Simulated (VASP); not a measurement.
# Bi3O (P4/mmm) in VASP: relaxation of cell and atoms with PBE

Aim: the relaxation of cell and atoms of Bi3O with PBE.

Everything below comes from runs of VASP 6.6.1. Logs are shortened: lines on timing, memory, paths and dates and some standing lists are left out, and cuts for length are marked.

### 1 The cell of the first run

Symmetry: P4/mmm, No. 123, tetragonal system. The conventional cell has a = 4.915 Å, b = 4.915 Å, c = 4.603 Å, α = 90.00°, β = 90.00°, γ = 90.00°. Within 4.4 Å of Bi (site symmetry 4/mmm) lie 8 Bi at 3.37 Å and 8 O at 4.17 Å. Within 3.2 Å of Bi (site symmetry mmm) lie 2 O at 2.46 Å. Within 3.2 Å of O (site symmetry 4/mmm) lie 4 Bi at 2.46 Å.

The cell was generated, and may not be a known phase.

### 2 Relaxation of cell and atoms, PBE

Contents of INCAR:

```
PREC = Accurate ; ENCUT = 600
EDIFF = 1E-6 ; ISMEAR = 0
SIGMA = 0.1 ; LREAL = F
LASPH = T ; NELM = 60
ALGO = Normal ; ISIF = 3
LWAVE = F ; LCHARG = F
GGA = PE ; IBRION = 2
NSW = 100 ; EDIFFG = -0.01
```

Contents of KPOINTS:

```
Automatic mesh
0
Gamma
  8 8 8
```

Contents of POSCAR:

```
Bi3O
1.0
    4.9147253693      0.0000000000      0.0000000000
    0.0000000000      4.9147253693      0.0000000000
    0.0000000000      0.0000000000      4.6028048860
Bi O
3 1
Direct
    0.0000000000      0.0000000000      0.5000000000
    0.5000000000      0.0000000000      0.0000000000
    0.0000000000      0.5000000000      0.0000000000
    0.5000000000      0.5000000000      0.0000000000
```

Potentials or basis: VASP PAW PBE potentials, release 64 (Bi_d, O).

The run is started by

```bash
> cat potpaw_PBE.64/Bi_d/POTCAR potpaw_PBE.64/O/POTCAR > POTCAR
> mpirun -np 1 vasp_std > vasp.out
```

OUTCAR:

```text
PREC = Accurate
   ENCUT = 600
   EDIFF = 1E-6
   ISMEAR = 0
   LREAL = F
   LASPH = T
   NELM = 60
   ISIF = 3
   GGA = PE
   IBRION = 2
   NSW = 100
   EDIFFG = -0.01

 ion  position               nearest neighbor table
   1  0.000  0.000  0.500-   2 3.37   3 3.37   2 3.37   3 3.37   3 3.37   3 3.37   2 3.37   2 3.37

   2  0.500  0.000  0.000-   4 2.46   4 2.46   1 3.37   1 3.37   1 3.37   1 3.37   3 3.48   3 3.48
                             3 3.48   3 3.48
   3  0.000  0.500  0.000-   4 2.46   4 2.46   1 3.37   1 3.37   1 3.37   1 3.37   2 3.48   2 3.48
                             2 3.48   2 3.48
   4  0.500  0.500  0.000-   2 2.46   3 2.46   2 2.46   3 2.46

  LATTYP: Found a simple tetragonal cell.
 ALAT       =     4.9147253693
 C/A-ratio  =     0.9365334866

  Lattice vectors:

 A1 = (   4.9147253693,   0.0000000000,   0.0000000000)
 A2 = (   0.0000000000,   4.9147253693,   0.0000000000)
 A3 = (   0.0000000000,   0.0000000000,   4.6028048860)

Analysis of symmetry for initial positions (statically):
=====================================================================
 Subroutine PRICEL returns:
 Original cell was already a primitive cell.

 Routine SETGRP: Setting up the symmetry group for a
 simple tetragonal supercell.

 Subroutine GETGRP returns: Found 16 space group operations
 (whereof 16 operations were pure point group operations)
 out of a pool of 16 trial point group operations.

The static configuration has the point symmetry D_4h.

Analysis of symmetry for dynamics (positions and initial velocities):
=====================================================================
 Subroutine PRICEL returns:
 Original cell was already a primitive cell.

 Routine SETGRP: Setting up the symmetry group for a
 simple tetragonal supercell.

 Subroutine GETGRP returns: Found 16 space group operations
 (whereof 16 operations were pure point group operations)
 out of a pool of 16 trial point group operations.

The dynamic configuration has the point symmetry D_4h.

 Subroutine INISYM returns: Found 16 space group operations
 (whereof 16 operations are pure point group operations),
 and found     1 'primitive' translations

----------------------------------------------------------------------------------------

                                     Primitive cell

  volume of cell :     111.1786

  direct lattice vectors                    reciprocal lattice vectors
     4.914725369  0.000000000  0.000000000     0.203470169  0.000000000  0.000000000
     0.000000000  4.914725369  0.000000000     0.000000000  0.203470169  0.000000000
     0.000000000  0.000000000  4.602804886     0.000000000  0.000000000  0.217258829

  length of vectors
     4.914725369  4.914725369  4.602804886     0.203470169  0.203470169  0.217258829

  position of ions in fractional coordinates (direct lattice)
     0.000000000  0.000000000  0.500000000
     0.500000000  0.000000000  0.000000000
     0.000000000  0.500000000  0.000000000
     0.500000000  0.500000000  0.000000000

  ion indices of the primitive-cell ions
   primitive index   ion index
                 1           1
                 2           2
                 3           3
                 4           4

----------------------------------------------------------------------------------------

 KPOINTS: Automatic mesh

Automatic generation of k-mesh.
 Grid dimensions read from file:
[... 66 lines left out ...]
   LREAL  =      F    real-space projection
   EDIFFG = -.1E-01   stopping-criterion for IOM
   NSW    =    100    number of steps for IOM
   IBRION =      2    ionic relax: 0-MD 1-quasi-New 2-CG
   NFREE  =      1    steps in history (QN), initial steepest desc. (CG)
   ISIF   =      3    stress and relaxation
   ISYM   =      2    0-nonsym 1-usesym 2-fastsym
   POTIM  = 0.5000    time-step for ionic-motion
   TEBEG  =    0.0;   TEEND  =   0.0 temperature during run
   PSTRESS=    0.0 pullay stress
   NELECT =      51.0000    total number of electrons
   NUPDOWN=      -1.0000    fix difference up-down
   EMIN   =  10.00;   EMAX   =-10.00  energy-range for DOS
   EFERMI =   0.00;   METHOD = LEGACY
   ISMEAR =     0;   SIGMA  =   0.10  broadening in eV -4-tet -1-fermi 0-gaus
   EFERMI_NEDOS =   21; number of points for ismear=-14 and -15
   IALGO  =     38    algorithm
   IMIX   =      4    mixing-type and parameters
     AMIX     =   0.40;   BMIX     =  1.00
     AMIX_MAG =   1.60;   BMIX_MAG =  1.00
  volume/ion in A,a.u.               =      27.79       187.57
  Fermi-wavevector in a.u.,A,eV,Ry     =   1.262577  2.385925 21.689056  1.594101
  Thomas-Fermi vector in A             =   2.395978
   LORBIT       =      0    0 simple, 1 ext, 2 COOP (PROOUT), +10 PAW based schemes
   GGA     = PE    functional components
   LHFCALC =     F    Hartree Fock is set to
   AEXX    =    0.0000 exact exchange contribution
   IVDW    =     0    specifies the selected vdW correction
   LEPSILON=     F    determine dielectric tensor
   LRPA    =     F    only Hartree local field effects (RPA)
 conjugate gradient relaxation of ions
 non-spin polarized calculation
 Gauss-broadening in eV      SIGMA  =   0.10
  energy-cutoff  :      600.00
  volume of cell :      111.18
 maximum number of plane-waves:      3736
 NGX is ok and might be reduce to    40
   NGX = 19   NGY = 19   NGZ = 19

--------------------------------------- Ionic step        1  -------------------------------------------

 number of electron      50.9999976 magnetization

 Free energy of the ion-electron system (eV)
  ---------------------------------------------------
  ext. energy  EPLUGINS =         0.00000000
  ---------------------------------------------------
  free energy    TOTEN  =       -17.59771670 eV

  energy without entropy =      -17.58804599  energy(sigma->0) =      -17.59288134

------------------------ aborting loop because EDIFF is reached ----------------------------------------

  FORCE on cell =-STRESS in cart. coord.  units (eV):
  Direction    XX          YY          ZZ          XY          YZ          ZX
  --------------------------------------------------------------------------------------
  -------------------------------------------------------------------------------------
  Total       -0.0454600     -0.0454600     -0.0522434      0.0000000      0.0000000     -0.0000000
  in kB       -0.6551173     -0.6551173     -0.7528710      0.0000000      0.0000000     -0.0000000
  external PRESSURE =      -0.6877018 kB  Pullay stress =       0.0000000 kB

 VOLUME and BASIS-vectors are now :
 -----------------------------------------------------------------------------
  energy-cutoff  :      600.00
  volume of cell :      111.18
      direct lattice vectors                 reciprocal lattice vectors
     4.914725369  0.000000000  0.000000000     0.203470169  0.000000000  0.000000000
     0.000000000  4.914725369  0.000000000     0.000000000  0.203470169  0.000000000
     0.000000000  0.000000000  4.602804886     0.000000000  0.000000000  0.217258829

 POSITION                                       TOTAL-FORCE (eV/Angst)
 -----------------------------------------------------------------------------------
      0.00000      0.00000      2.30140         0.000000      0.000000      0.000000
      2.45736      0.00000      0.00000         0.000000      0.000000      0.000000
      0.00000      2.45736      0.00000         0.000000      0.000000      0.000000
      2.45736      2.45736      0.00000         0.000000      0.000000      0.000000
 -----------------------------------------------------------------------------------
    total drift:                               -0.000000      0.000000     -0.000000

  FREE ENERGIE OF THE ION-ELECTRON SYSTEM (eV)
  ---------------------------------------------------
  free  energy   TOTEN  =       -17.5977166980 eV

  energy  without entropy=      -17.5880459880  energy(sigma->0) =      -17.59288134

--------------------------------------- Ionic step        2  -------------------------------------------

 number of electron      50.9999976 magnetization

 Free energy of the ion-electron system (eV)
  ---------------------------------------------------
  ext. energy  EPLUGINS =         0.00000000
  ---------------------------------------------------
  free energy    TOTEN  =       -17.59774209 eV

  energy without entropy =      -17.58812438  energy(sigma->0) =      -17.59293323

 E-fermi :   6.4378     XC(G=0):  -9.6738

 val. band max:        6.4152334056   @ k =   0.1250   0.0000   0.2500
 cond. band min:       6.4543685673   @ k =   0.3750   0.1250   0.1250
 fundamental gap:      0.0391351616
 Fermi energy:         6.4378421826

 k-point     1 :       0.0000    0.0000    0.0000
  band No.  band energies     occupation
      1     -16.9060      2.00000
      2     -16.8623      2.00000
      3     -16.7797      2.00000
      4     -16.7797      2.00000
      5     -16.7658      2.00000
      6     -16.7054      2.00000
[... 781 lines left out ...]
     29       8.4213      0.00000
     30       9.7090      0.00000

 [... further k-points ...]

------------------------ aborting loop because EDIFF is reached ----------------------------------------

  FORCE on cell =-STRESS in cart. coord.  units (eV):
  Direction    XX          YY          ZZ          XY          YZ          ZX
  --------------------------------------------------------------------------------------
  -------------------------------------------------------------------------------------
  Total        0.0359145      0.0359145     -0.0065967      0.0000000      0.0000000      0.0000000
  in kB        0.5184534      0.5184534     -0.0952283      0.0000000      0.0000000      0.0000000
  external PRESSURE =       0.3138928 kB  Pullay stress =       0.0000000 kB

 VOLUME and BASIS-vectors are now :
 -----------------------------------------------------------------------------
  energy-cutoff  :      600.00
  volume of cell :      110.99
      direct lattice vectors                 reciprocal lattice vectors
     4.912030734  0.000000000 -0.000000000     0.203581788  0.000000000  0.000000000
     0.000000000  4.912030734  0.000000000    -0.000000000  0.203581788 -0.000000000
     0.000000000  0.000000000  4.599904707     0.000000000 -0.000000000  0.217395808

 POSITION                                       TOTAL-FORCE (eV/Angst)
 -----------------------------------------------------------------------------------
      0.00000      0.00000      2.29995         0.000000      0.000000      0.000000
      2.45602      0.00000     -0.00000         0.000000      0.000000      0.000000
      0.00000      2.45602      0.00000         0.000000     -0.000000      0.000000
      2.45602      2.45602     -0.00000         0.000000     -0.000000      0.000000
 -----------------------------------------------------------------------------------
    total drift:                               -0.000000      0.000000     -0.000000

  FREE ENERGIE OF THE ION-ELECTRON SYSTEM (eV)
  ---------------------------------------------------
  free  energy   TOTEN  =       -17.5977420867 eV

  energy  without entropy=      -17.5881243768  energy(sigma->0) =      -17.59293323

 reached required accuracy - stopping structural energy minimisation
```

Run time: 2.4 min. Hardware: 1 thread of Intel Xeon 6975P-C (Granite Rapids), shared host; peak memory 0.41 GiB.

What came out:

| Quantity | Value |
| --- | --- |
| Free energy | -17.5977 eV |
| Relaxed volume | 27.75 Å³/atom |
| Relaxed cell | a = 4.912 Å, b = 4.912 Å, c = 4.600 Å, α = 90.00°, β = 90.00°, γ = 90.00° |
| Space group after relaxing (to 0.1 Å) | P4/mmm (No. 123) |
| Energy gained by relaxing | 0.0 meV/atom |
| Ionic steps | 2 |
| Pressure after relaxing | 0.0 GPa |
| Band gap on the k mesh | zero (an odd number of electrons rules out a gap without spin polarisation) |

Final structure:
```
Bi O
1.0
     4.91203    0.00000    0.00000
     0.00000    4.91203    0.00000
     0.00000    0.00000    4.59990
Bi O
3 1
Direct
  0.00000 0.00000 0.50000
  0.50000 0.00000 0.00000
  0.00000 0.50000 0.00000
  0.50000 0.50000 0.00000
```

Caveat: spin-orbit coupling is left out, which moves the levels of the heavy elements; an odd number of electrons without spin polarisation forces a metal; a magnetic or distorted state may lie lower.

The gap in the log of VASP goes by the Fermi energy; the results here count the filled bands.